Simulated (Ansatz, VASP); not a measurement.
## In6As in VASP and in Ansatz

The input INCAR:

```
PREC = Accurate ; ENCUT = 500
EDIFF = 1E-6 ; ISMEAR = 0
SIGMA = 0.2 ; LREAL = F
LASPH = T ; NELM = 120
ALGO = Normal ; ISIF = 2
LWAVE = F ; LCHARG = T
GGA = PE ; LELF = T
LVHAR = T ; NBANDS = 96
GGA_COMPAT = F
```

The input KPOINTS:

```
Automatic mesh
0
Gamma
  6 6 2
```

File POSCAR:

```
In6As
1.0
    4.6640837877      0.0000000000      0.0000000000
    0.0000000000      4.6640837877      0.0000000000
    0.0000000000      0.0000000000     18.0071915368
In As
12 2
Direct
    0.5000000000      0.5000000000      0.5000000000
    0.0000000000      0.0000000000      0.5000000000
    0.5000000000      0.0000000000      0.6401883293
    1.0000000000      0.5000000000      0.6416734846
    0.5000000000      0.5000000000      0.0000000000
    0.0000000000      1.0000000000      0.0000000000
    0.5000000000      0.5000000000      0.7830460194
    0.0000000000      1.0000000000      0.7830460194
    0.0000000000      0.0000000000      0.2169539806
    0.5000000000      0.5000000000      0.2169539806
    1.0000000000      0.5000000000      0.3598116707
    0.5000000000      0.0000000000      0.3583265154
    0.5000000000      0.0000000000      0.9033256508
    0.0000000000      0.5000000000      0.0966743492
```

Input for Ansatz:

```yaml
crystal:
  lattice:
    - [4.6640837877, 0.0, 0.0]
    - [0.0, 4.6640837877, 0.0]
    - [0.0, 0.0, 18.0071915368]
  atoms:
    - { symbol: In, position: [0.5, 0.5, 0.5] }
    - { symbol: In, position: [0.0, 0.0, 0.5] }
    - { symbol: In, position: [0.5, 0.0, 0.6401883293] }
    - { symbol: In, position: [1.0, 0.5, 0.6416734846] }
    - { symbol: In, position: [0.5, 0.5, 0.0] }
    - { symbol: In, position: [0.0, 1.0, 0.0] }
    - { symbol: In, position: [0.5, 0.5, 0.7830460194] }
    - { symbol: In, position: [0.0, 1.0, 0.7830460194] }
    - { symbol: In, position: [0.0, 0.0, 0.2169539806] }
    - { symbol: In, position: [0.5, 0.5, 0.2169539806] }
    - { symbol: In, position: [1.0, 0.5, 0.3598116707] }
    - { symbol: In, position: [0.5, 0.0, 0.3583265154] }
    - { symbol: As, position: [0.5, 0.0, 0.9033256508] }
    - { symbol: As, position: [0.0, 0.5, 0.0966743492] }
basis:
  ecutwfc: 420
kpoints:
  mp_grid: { grid: [6, 6, 2] }
hamiltonian:
  xc: pbe
scf:
  occupations: { method: gaussian, width: 0.2 }
  lower_state_search: "off"
output:
  forces: true
  stress: true
  eigenvalues: true
```

Alike in both runs: task single point; functional PBE; k mesh 6 × 6 × 2; occupations gaussian, width 0.2 eV; no spin polarisation.

|  | VASP | Ansatz |
| --- | --- | --- |
| version | VASP 6.6.1 | Ansatz 0.2.0 |
| potentials or method | VASP PAW PBE potentials, release 64 (In_d, As), cutoff 500 eV | scalar-relativistic, plane waves, PAW |
| valence electrons in the cell | 166 | 186 |

|  | VASP | Ansatz | Ansatz less VASP |
| --- | --- | --- | --- |
| gap on the k mesh at the Fermi level (eV) | none | none | - |
| pressure (GPa) | 0.1 | 0.1 | +0.01 |
| rms of the force components (eV/Å) | 0.016 | 0.017 | +0.0008 |

Atom by atom the forces differ by 0.002 eV/Å (rms over components). A gap of «none» marks a metal or a gap that the smearing closes. The functional is the same, so the differences come from potentials, cutoffs and numerics. VASP's potentials hold 166 valence electrons a cell and Ansatz's 186, so a difference there can come from the potentials and not from the codes.
